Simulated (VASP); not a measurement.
A run of VASP 6.6.1 is set up as follows.

The input INCAR:

```
PREC = Accurate
ENCUT = 520
EDIFF = 1E-6
ISMEAR = 0
SIGMA = 0.1
LREAL = F
LASPH = T
NELM = 60
ALGO = Normal
ISIF = 2
LWAVE = F
LCHARG = F
GGA = PE
NBANDS = 18
```

The input KPOINTS:

```
regular mesh
0
Gamma
  18 18 18
```

The input POSCAR:

```
Si2W
1.0
   -1.6145299055      1.6145299055      3.9335489453
    1.6145299055     -1.6145299055      3.9335489453
    1.6145299055      1.6145299055     -3.9335489453
Si W
2 1
Direct
    0.3345578117      0.3345578117      0.0000000000
    0.6654421883      0.6654421883      0.0000000000
    0.0000000000      0.0000000000      0.0000000000
```

Potentials or basis: VASP PAW PBE potentials, release 64 (Si, W_sv).

The run is started by

```sh
$ cat potpaw_PBE.64/Si/POTCAR potpaw_PBE.64/W_sv/POTCAR > POTCAR
$ mpirun -np 1 vasp_std > vasp.out
```

(1) What does it give for the pressure?

(2) Estimate the band gap on the k mesh.

Results:

(1) 0.1 GPa.

(2) zero (bands 11 and 12 overlap by 1.25 eV).

Caveat: spin-orbit coupling is left out, which moves the levels of the heavy elements.
